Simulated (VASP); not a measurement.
Here is a VASP 6.6.1 calculation.

The input POSCAR:

```
SiC
1.0
    2.9790315243      0.0000000000      0.0000000000
   -1.4895157621      2.5799169788      0.0000000000
    0.0000000000      0.0000000000      5.3793378916
Si C
2 2
Direct
    0.3333333333      0.6666666667      0.0046028828
    0.6666666667      0.3333333333      0.5046028828
    0.3333333333      0.6666666667      0.3803971172
    0.6666666667      0.3333333333      0.8803971172
```

INCAR.step1

```
PREC = Accurate
ENCUT = 520
ISMEAR = 0
SIGMA = 0.05
LREAL = False
LASPH = True
NELM = 80
NBANDS = 16
GGA = PE
ALGO = Normal
EDIFF = 1E-4
LWAVE = True
LCHARG = False
```

INCAR.step2

```
PREC = Accurate
ENCUT = 520
EDIFF = 1E-6
ISMEAR = 0
SIGMA = 0.05
LREAL = False
LASPH = True
NELM = 80
ALGO = Normal
ISIF = 2
LWAVE = False
LCHARG = False
METAGGA = R2SCAN
LMIXTAU = True
NBANDS = 16
ISTART = 1
```

Contents of KPOINTS:

```
Automatic mesh
0
Gamma
  12 12 6
```

Potentials or basis: VASP PAW PBE potentials, release 64 (Si, C).

The run is started by

```console
$ cat potpaw_PBE.64/Si/POTCAR potpaw_PBE.64/C/POTCAR > POTCAR
$ cp INCAR.step1 INCAR
$ mpirun -np 1 vasp_std > vasp.out
$ cp INCAR.step2 INCAR
$ mpirun -np 1 vasp_std > vasp.out
```

Task: Predict the largest force.

Result: 0.435 eV/Å.

Task: Predict the band gap on the k mesh.

Result: 2.27 eV, indirect (least direct gap 4.31 eV).

Task: Estimate the pressure.

Result: 2.9 GPa.

Stress tensor (GPa, compression positive):
```
 20.23   0.00   0.00
  0.00  20.23   0.00
  0.00   0.00 -31.81
```

Caveat: the PAW data sets were made with another functional, which shifts forces and pressure a little. A k mesh can miss the band edges.
